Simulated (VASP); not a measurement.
Here is a VASP 6.6.1 calculation.

File INCAR:

```
ALGO     = Normal         # electronic algorithm
EDIFF    = 1E-6           # SCF threshold, eV
ENCUT    = 520            # plane-wave cutoff, eV
ISIF     = 2              # what is computed and relaxed
ISMEAR   = -1             # smearing method
LASPH    = True           # aspherical terms in the spheres
LCHARG   = False          # write CHGCAR
LREAL    = False          # projectors in reciprocal space
LWAVE    = False          # write WAVECAR
NBANDS   = 19             # bands
NELM     = 60             # most SCF steps
PREC     = Accurate       # precision mode
SIGMA    = 0.1            # smearing width, eV
```

The input KPOINTS:

```
k-points
0
Gamma
  10 10 13
```

POSCAR

```
Os
1.0
    4.3217117662      0.0000000000      0.0000000000
   -2.1608558831      3.7427121773      0.0000000000
    0.0000000000      0.0000000000      2.7145814481
Os
3
Direct
    1.0000000000      0.0000000000      1.0000000000
    0.3333333333      0.6666666667      0.5000000000
    0.6666666667      0.3333333333      0.5000000000
```

Potentials or basis: VASP PAW LDA potentials, release 64 (Os).

Launch:

```console
$ cat potpaw_LDA.64/Os/POTCAR > POTCAR
$ mpirun -np 1 vasp_std > vasp.out
```

(1) Estimate the pressure.

(2) Predict the band gap on the k mesh.

## Answers

(1) -14.6 GPa.

(2) zero (bands 12 and 13 overlap by 2.50 eV).

Caveat: the cell stands under tension; spin-orbit coupling is left out, which moves the levels of the heavy elements.
